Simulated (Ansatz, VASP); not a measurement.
**Two plane-wave programs on Si**

Contents of INCAR:

```
PREC = Accurate ; ENCUT = 500
EDIFF = 1E-6 ; ISMEAR = 0
SIGMA = 0.02 ; LREAL = F
LASPH = T ; NELM = 120
ALGO = Normal ; ISIF = 2
LWAVE = F ; LCHARG = F
GGA = PE ; NBANDS = 11
GGA_COMPAT = F
```

The input KPOINTS:

```
Automatic mesh
0
Gamma
  10 10 10
```

The input POSCAR:

```
Si
1.0
    0.0000000000      2.7154705000      2.7154705000
    2.7154705000      0.0000000000      2.7154705000
    2.7154705000      2.7154705000      0.0000000000
Si
2
Direct
    0.0000000000      0.0000000000      0.0000000000
    0.2500000000      0.2500000000      0.2500000000
```

Input for Ansatz:

```yaml
crystal:
  lattice:
    - [0.0, 2.7154705, 2.7154705]
    - [2.7154705, 0.0, 2.7154705]
    - [2.7154705, 2.7154705, 0.0]
  atoms:
    - { symbol: Si, position: [0.0, 0.0, 0.0] }
    - { symbol: Si, position: [0.25, 0.25, 0.25] }
basis:
  ecutwfc: 420
kpoints:
  mp_grid: { grid: [10, 10, 10] }
hamiltonian:
  xc: pbe
  pseudopotentials: { kind: paw }
scf:
  occupations: { method: gaussian, width: 0.02 }
output:
  forces: true
  stress: true
  eigenvalues: true
  write_density: true
  write_potential: true
  elf: true
  volumetric_format: npy
```

Alike in both runs: task single point; functional PBE; k mesh 10 × 10 × 10; occupations gaussian, width 0.02 eV; no spin polarisation.

|  | VASP | Ansatz |
| --- | --- | --- |
| version | VASP 6.6.1 | Ansatz 0.2.0 |
| potentials or method | VASP PAW PBE potentials, release 64 (Si), cutoff 500 eV | scalar-relativistic, plane waves, PAW |
| valence electrons in the cell | 8 | 8 |

VASP gave:

- gap on the k mesh at the Fermi level (eV): 0.58
- least direct gap on the mesh (eV): 2.57
- pressure (GPa): 1.9

Problem. Which values does Ansatz return?

Solution. gap on the k mesh at the Fermi level (eV): 0.58; least direct gap on the mesh (eV): 2.56; pressure (GPa): 2.0.
